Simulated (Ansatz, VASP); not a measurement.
Two plane-wave programs on MnO2

```
Mn O
1.0
     2.87704    0.00000    0.00000
    -1.43852    2.49159    0.00000
     0.00000    0.00000   28.15682
Mn O
1 2
Direct
  0.66667 0.33333 0.30143
  0.00000 0.00000 0.33534
  0.33333 0.66667 0.26752
```

Change from the starting cell: species swapped into a sheet of the MnO2 type.

Alike in both runs: functional PBE; k mesh 6 × 6 × 1; occupations gaussian, width 0.1 eV; collinear spin.

Ansatz relaxed the structure, and its values are those at the end. VASP's run is a single point on that final structure, the one shown.

|  | VASP | Ansatz |
| --- | --- | --- |
| version | VASP 6.6.1 | Ansatz 0.2.0 |
| potentials or method | VASP PAW PBE potentials, release 64 (Mn_pv, O), cutoff 520 eV | scalar-relativistic, plane waves, PAW |
| valence electrons in the cell | 25 | 27 |

VASP gave:

```
gap on the k mesh at the Fermi level (eV)                     : 1.09
least direct gap on the mesh (eV)                             : 1.11
rms of the force components (eV/Å)                            : 0.041
net moment per atom (μB)                                      : 1.00
size of the moment on the site where the two differ most (μB) : 2.86
```

Question: Which values does Ansatz return?

Answer: gap on the k mesh at the Fermi level (eV): 1.13; least direct gap on the mesh (eV): 1.15; rms of the force components (eV/Å): 0.001; net moment per atom (μB): 1.00; size of the moment on the site where the two differ most (μB): 2.52.

Site moments also hang on the region over which each program counts them. VASP's potentials hold 25 valence electrons a cell and Ansatz's 27, so a difference there can come from the potentials and not from the codes. Ansatz's warnings: slab cell height set.

The k mesh is coarse, so the values compare programs but aren't converged.
